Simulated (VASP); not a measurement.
# Al2Cu (I4/mmm) in VASP: single point with PBEsol

Aim: the single point of Al2Cu with PBEsol.

All numbers are computed with VASP 6.6.1; they aren't measurements. Logs are shortened: lines on timing, memory, paths and dates and some standing lists are left out, and cuts for length are marked.

### 1 The cell of the first run

Symmetry: I4/mmm, No. 139, tetragonal system. The conventional cell has a = 4.065 Å, b = 4.065 Å, c = 5.675 Å, α = 90.00°, β = 90.00°, γ = 90.00°. Al (site symmetry -4m2) has 4 Cu at 2.48 Å and 6 Al at 2.84 to 2.87 Å within 3.3 Å. Cu (site symmetry 4/mmm) has 8 Al at 2.48 Å within 3.3 Å.

### 2 Single point, PBEsol

File INCAR:

```
PREC = Accurate
ENCUT = 820
EDIFF = 1E-6
ISMEAR = 0
SIGMA = 0.05
LREAL = F
LASPH = T
NELM = 120
ALGO = Normal
ISIF = 2
LWAVE = F
LCHARG = T
GGA = PS
LELF = T
LVHAR = T
NBANDS = 20
GGA_COMPAT = F
```

File KPOINTS:

```
Automatic mesh
0
Gamma
  5 5 6
```

File POSCAR:

```
Al2Cu
1.0
   -2.0326599789      2.0326599789      2.8376275804
    2.0326599789     -2.0326599789      2.8376275804
    2.0326599789      2.0326599789     -2.8376275804
Al Cu
2 1
Direct
    0.7500000000      0.2500000000      0.5000000000
    0.2500000000      0.7500000000      0.5000000000
    0.5000000000      0.5000000000      0.0000000000
```

Potentials or basis: VASP PAW PBE potentials, release 64 (Al, Cu_sv_GW).

On the command line:

```bash
$ cat potpaw_PBE.64/Al/POTCAR potpaw_PBE.64/Cu_sv_GW/POTCAR > POTCAR
$ mpirun -np 1 vasp_std > vasp.out
```

OUTCAR:

```text
PREC = Accurate
   ENCUT = 820
   EDIFF = 1E-6
   ISMEAR = 0
   LREAL = F
   LASPH = T
   NELM = 120
   ISIF = 2
   GGA = PS

 ion  position               nearest neighbor table
   1  0.750  0.250  0.500-   3 2.48   3 2.48   3 2.48   3 2.48   2 2.84   2 2.84   2 2.87   2 2.87
                             2 2.87   2 2.87
   2  0.250  0.750  0.500-   3 2.48   3 2.48   3 2.48   3 2.48   1 2.84   1 2.84   1 2.87   1 2.87
                             1 2.87   1 2.87
   3  0.500  0.500  0.000-   2 2.48   1 2.48   1 2.48   2 2.48   1 2.48   2 2.48   2 2.48   1 2.48

  LATTYP: Found a body centered tetragonal cell.
 ALAT       =     4.0653199578
 C/A-ratio  =     1.3960168498

  Lattice vectors:

 A1 = (  -2.0326599789,   2.0326599789,   2.8376275804)
 A2 = (   2.0326599789,  -2.0326599789,   2.8376275804)
 A3 = (   2.0326599789,   2.0326599789,  -2.8376275804)

Analysis of symmetry for initial positions (statically):
=====================================================================
 Subroutine PRICEL returns:
 Original cell was already a primitive cell.

 Routine SETGRP: Setting up the symmetry group for a
 body centered tetragonal supercell.

 Subroutine GETGRP returns: Found 16 space group operations
 (whereof 16 operations were pure point group operations)
 out of a pool of 16 trial point group operations.

The static configuration has the point symmetry D_4h.

Analysis of symmetry for dynamics (positions and initial velocities):
=====================================================================
 Subroutine PRICEL returns:
 Original cell was already a primitive cell.

 Routine SETGRP: Setting up the symmetry group for a
 body centered tetragonal supercell.

 Subroutine GETGRP returns: Found 16 space group operations
 (whereof 16 operations were pure point group operations)
 out of a pool of 16 trial point group operations.

The dynamic configuration has the point symmetry D_4h.

 Subroutine INISYM returns: Found 16 space group operations
 (whereof 16 operations are pure point group operations),
 and found     1 'primitive' translations

----------------------------------------------------------------------------------------

                                     Primitive cell

  volume of cell :      46.8970

  direct lattice vectors                    reciprocal lattice vectors
    -2.032659979  2.032659979  2.837627580     0.000000000  0.245983099  0.176203531
     2.032659979 -2.032659979  2.837627580     0.245983099  0.000000000  0.176203531
     2.032659979  2.032659979 -2.837627580     0.245983099  0.245983099  0.000000000

  length of vectors
     4.039250359  4.039250359  4.039250359     0.302581178  0.302581178  0.347872634

  position of ions in fractional coordinates (direct lattice)
     0.750000000  0.250000000  0.500000000
     0.250000000  0.750000000  0.500000000
     0.500000000  0.500000000  0.000000000

  ion indices of the primitive-cell ions
   primitive index   ion index
                 1           1
                 2           2
                 3           3

----------------------------------------------------------------------------------------

 KPOINTS: Automatic mesh

Automatic generation of k-mesh.
 Grid dimensions read from file:
 generate k-points for:    5    5    6

 Generating k-lattice:

  Cartesian coordinates                     Fractional coordinates (reciprocal lattice)
     0.000000000  0.049196620  0.035240706     0.200000000 -0.000000000  0.000000000
     0.049196620  0.000000000  0.035240706    -0.000000000  0.200000000  0.000000000
     0.040997183  0.040997183  0.000000000     0.000000000  0.000000000  0.166666667

  Length of vectors
     0.060516236  0.060516236  0.057978772

  Shift w.r.t. Gamma in fractional coordinates (k-lattice)
     0.000000000  0.000000000  0.000000000

 -----------------------------------------------------------------------------
|                                                                             |
|           W    W    AA    RRRRR   N    N  II  N    N   GGGG   !!!           |
|           W    W   A  A   R    R  NN   N  II  NN   N  G    G  !!!           |
|           W    W  A    A  R    R  N N  N  II  N N  N  G       !!!           |
|           W WW W  AAAAAA  RRRRR   N  N N  II  N  N N  G  GGG   !            |
|           WW  WW  A    A  R   R   N   NN  II  N   NN  G    G                |
|           W    W  A    A  R    R  N    N  II  N    N   GGGG   !!!           |
|                                                                             |
|     Your reciprocal lattice and k-lattice belong to different lattice       |
|     classes:                                                                |
|                                                                             |
|        The reciprocal lattice is body-centered tetragonal,                  |
|        whereas your k-lattice is base-centered monoclinic.                  |
|                                                                             |
|     Results are often still useful ...                                      |
|                                                                             |
 -----------------------------------------------------------------------------

 WARNING: IBZKPT: internal override: KBLOWUP is changed to .FALSE.
      ... skipping the blow-up phase ...

 Subroutine IBZKPT returns following result:
 ===========================================

 Found     48 irreducible k-points:

 Following reciprocal coordinates:
            Coordinates               Weight
  0.000000  0.000000  0.000000      1.000000
  0.200000  0.000000 -0.000000      4.000000
  0.400000 -0.000000 -0.000000      4.000000
  0.200000  0.200000 -0.000000      2.000000
  0.400000  0.200000 -0.000000      4.000000
 -0.400000  0.200000  0.000000      4.000000
[... 16 lines left out ...]
 -0.200000 -0.400000  0.166667      4.000000
 -0.200000 -0.200000  0.166667      2.000000
 [... further k-points ...]
   k-points           NKPTS =     48   k-points in BZ     NKDIM =     48   number of bands    NBANDS=     20
   number of dos      NEDOS =    301   number of ions     NIONS =      3
   total plane-waves  NPLWV =  64000
   dimension x,y,z NGX =    40 NGY =   40 NGZ =   40
   dimension x,y,z NGXF=    80 NGYF=   80 NGZF=   80
   ions per type =               2   1
   NGX,Y,Z   is equivalent  to a cutoff of  16.46, 16.46, 16.46 a.u.
   NGXF,Y,Z  is equivalent  to a cutoff of  32.93, 32.93, 32.93 a.u.
 SYSTEM =  unknown system
   PREC   = accura    normal or accurate (medium, high low for compatibility)
   ISTART =      0    job   : 0-new  1-cont  2-samecut
   ICHARG =      2    charge: 1-file 2-atom 10-const
   ISPIN  =      1    spin polarized calculation?
   LNONCOLLINEAR =      F non collinear calculations
   LSORBIT =      F    spin-orbit coupling
   LASPH  =      T    aspherical Exc in radial PAW
   ENCUT  =  820.0 eV  60.27 Ry    7.76 a.u.   9.43  9.43  9.43*2*pi/ulx,y,z
   NELM   =    120;   NELMIN=  2; NELMDL= -5     # of ELM steps
   EDIFF  = 0.1E-05   stopping-criterion for ELM
   LREAL  =      F    real-space projection
   EDIFFG = 0.1E-04   stopping-criterion for IOM
   NSW    =      0    number of steps for IOM
   IBRION =     -1    ionic relax: 0-MD 1-quasi-New 2-CG
   NFREE  =      0    steps in history (QN), initial steepest desc. (CG)
   ISIF   =      2    stress and relaxation
   ISYM   =      2    0-nonsym 1-usesym 2-fastsym
   POTIM  = 0.5000    time-step for ionic-motion
   TEBEG  =    0.0;   TEEND  =   0.0 temperature during run
   PSTRESS=    0.0 pullay stress
   NELECT =      25.0000    total number of electrons
   NUPDOWN=      -1.0000    fix difference up-down
   EMIN   =  10.00;   EMAX   =-10.00  energy-range for DOS
   EFERMI =   0.00;   METHOD = LEGACY
   ISMEAR =     0;   SIGMA  =   0.05  broadening in eV -4-tet -1-fermi 0-gaus
   EFERMI_NEDOS =   21; number of points for ismear=-14 and -15
   IALGO  =     38    algorithm
   IMIX   =      4    mixing-type and parameters
     AMIX     =   0.40;   BMIX     =  1.00
     AMIX_MAG =   1.60;   BMIX_MAG =  1.00
  volume/ion in A,a.u.               =      15.63       105.49
  Fermi-wavevector in a.u.,A,eV,Ry     =   1.327414  2.508450 23.973862  1.762029
  Thomas-Fermi vector in A             =   2.456729
   LORBIT       =      0    0 simple, 1 ext, 2 COOP (PROOUT), +10 PAW based schemes
   GGA     = PS    functional components
   LHFCALC =     F    Hartree Fock is set to
   AEXX    =    0.0000 exact exchange contribution
   IVDW    =     0    specifies the selected vdW correction
   LEPSILON=     F    determine dielectric tensor
   LRPA    =     F    only Hartree local field effects (RPA)
 non-spin polarized calculation
 Gauss-broadening in eV      SIGMA  =   0.05
  energy-cutoff  :      820.00
  volume of cell :       46.90
 maximum number of plane-waves:      2533
 NGX is ok and might be reduce to    40
   NGX = 19   NGY = 19   NGZ = 19

 number of electron      25.0000002 magnetization

 Free energy of the ion-electron system (eV)
  ---------------------------------------------------
  ext. energy  EPLUGINS =         0.00000000
  ---------------------------------------------------
  free energy    TOTEN  =       -13.10551900 eV

  energy without entropy =      -13.10418982  energy(sigma->0) =      -13.10485441

 E-fermi :   6.9753     XC(G=0): -10.8004

 val. band max:        6.9704199423   @ k =   0.4000   0.0000   0.1667
 cond. band min:       7.0339613342   @ k =  -0.2000   0.0000   0.3333
 fundamental gap:      0.0635413918
 Fermi energy:         6.9752525672

 k-point     1 :       0.0000    0.0000    0.0000
  band No.  band energies     occupation
      1    -106.4753      2.00000
      2     -63.9786      2.00000
      3     -63.9786      2.00000
      4     -63.9723      2.00000
      5      -3.2176      2.00000
      6       2.4960      2.00000
[... 12 lines left out ...]
     19      13.9926      0.00000
     20      14.4185      0.00000

 k-point     2 :       0.2000    0.0000   -0.0000
  band No.  band energies     occupation
      1    -106.4754      2.00000
      2     -63.9788      2.00000
      3     -63.9787      2.00000
      4     -63.9726      2.00000
      5      -2.6787      2.00000
      6       2.3155      2.00000
[... 12 lines left out ...]
     19      13.0709      0.00000
     20      14.2331      0.00000

 k-point     3 :       0.4000   -0.0000   -0.0000
  band No.  band energies     occupation
      1    -106.4753      2.00000
      2     -63.9787      2.00000
      3     -63.9786      2.00000
      4     -63.9726      2.00000
      5      -1.1469      2.00000
      6       1.2848      2.00000
[... 12 lines left out ...]
     19      15.7045      0.00000
     20      17.3305      0.00000

 k-point     4 :       0.2000    0.2000   -0.0000
  band No.  band energies     occupation
      1    -106.4754      2.00000
      2     -63.9788      2.00000
      3     -63.9787      2.00000
      4     -63.9726      2.00000
      5      -1.7920      2.00000
      6       2.0657      2.00000
[... 12 lines left out ...]
     19      15.1918      0.00000
     20      16.8563      0.00000

 k-point     5 :       0.4000    0.2000   -0.0000
  band No.  band energies     occupation
      1    -106.4753      2.00000
      2     -63.9787      2.00000
      3     -63.9787      2.00000
      4     -63.9726      2.00000
      5      -0.0787      2.00000
      6       0.9733      2.00000
[... 12 lines left out ...]
     19      15.3330      0.00000
     20      16.2808      0.00000
[... 353 lines left out ...]
      6       1.1554      2.00000
[... 12 lines left out ...]
     19      15.6117      0.00000
     20      16.2277      0.00000

 k-point    22 :      -0.4000   -0.4000    0.1667
  band No.  band energies     occupation
      1    -106.4753      2.00000
      2     -63.9787      2.00000
      3     -63.9787      2.00000
      4     -63.9726      2.00000
      5       0.4341      2.00000
      6       1.5556      2.00000
[... 12 lines left out ...]
     19      17.4300      0.00000
     20      17.8927      0.00000

 k-point    23 :      -0.2000   -0.4000    0.1667
  band No.  band energies     occupation
      1    -106.4753      2.00000
      2     -63.9787      2.00000
      3     -63.9787      2.00000
      4     -63.9725      2.00000
      5      -1.1287      2.00000
      6       1.7609      2.00000
[... 12 lines left out ...]
     19      17.0215      0.00000
     20      18.3033      0.00000

 k-point    24 :      -0.2000   -0.2000    0.1667
  band No.  band energies     occupation
      1    -106.4754      2.00000
      2     -63.9788      2.00000
      3     -63.9787      2.00000
      4     -63.9726      2.00000
      5      -2.4658      2.00000
      6       2.2811      2.00000
[... 12 lines left out ...]
     19      14.6099      0.00000
     20      15.2594      0.00000

 [... further k-points ...]

------------------------ aborting loop because EDIFF is reached ----------------------------------------

  FORCE on cell =-STRESS in cart. coord.  units (eV):
  Direction    XX          YY          ZZ          XY          YZ          ZX
  --------------------------------------------------------------------------------------
  -------------------------------------------------------------------------------------
  Total       -0.2311432     -0.2311432      0.0046328      0.0000000      0.0000000      0.0000000
  in kB       -7.8967223     -7.8967223      0.1582725      0.0000000      0.0000000      0.0000000
  external PRESSURE =      -5.2117240 kB  Pullay stress =       0.0000000 kB

 VOLUME and BASIS-vectors are now :
 -----------------------------------------------------------------------------
  energy-cutoff  :      820.00
  volume of cell :       46.90
      direct lattice vectors                 reciprocal lattice vectors
    -2.032659979  2.032659979  2.837627580     0.000000000  0.245983099  0.176203531
     2.032659979 -2.032659979  2.837627580     0.245983099  0.000000000  0.176203531
     2.032659979  2.032659979 -2.837627580     0.245983099  0.245983099  0.000000000

 POSITION                                       TOTAL-FORCE (eV/Angst)
 -----------------------------------------------------------------------------------
      0.00000      2.03266      1.41881         0.000000     -0.000000      0.000000
      2.03266      0.00000      1.41881        -0.000000      0.000000     -0.000000
      0.00000      0.00000      2.83763         0.000000     -0.000000      0.000000
 -----------------------------------------------------------------------------------
    total drift:                               -0.000000     -0.000000      0.000000

  FREE ENERGIE OF THE ION-ELECTRON SYSTEM (eV)
  ---------------------------------------------------
  free  energy   TOTEN  =       -13.1055190037 eV

  energy  without entropy=      -13.1041898204  energy(sigma->0) =      -13.10485441
```

It took 87 s on 1 thread of Intel Xeon Platinum 8375C at 2.90GHz (Ice Lake), shared host; peak memory 0.31 GiB.

Results:

```yaml
Free_energy: -13.1055 eV
Pressure: -0.5 GPa
Band_gap_on_the_k_mesh: zero (an odd number of electrons rules out a gap without spin polarisation)
```

Caveat: the k points lie up to 0.36 Å⁻¹ apart, too coarse for converged energies and pressures of a metal; the PAW data sets were made with another functional, which shifts forces and pressure a little.

The gap in the log of VASP goes by the Fermi energy; the results here count the filled bands.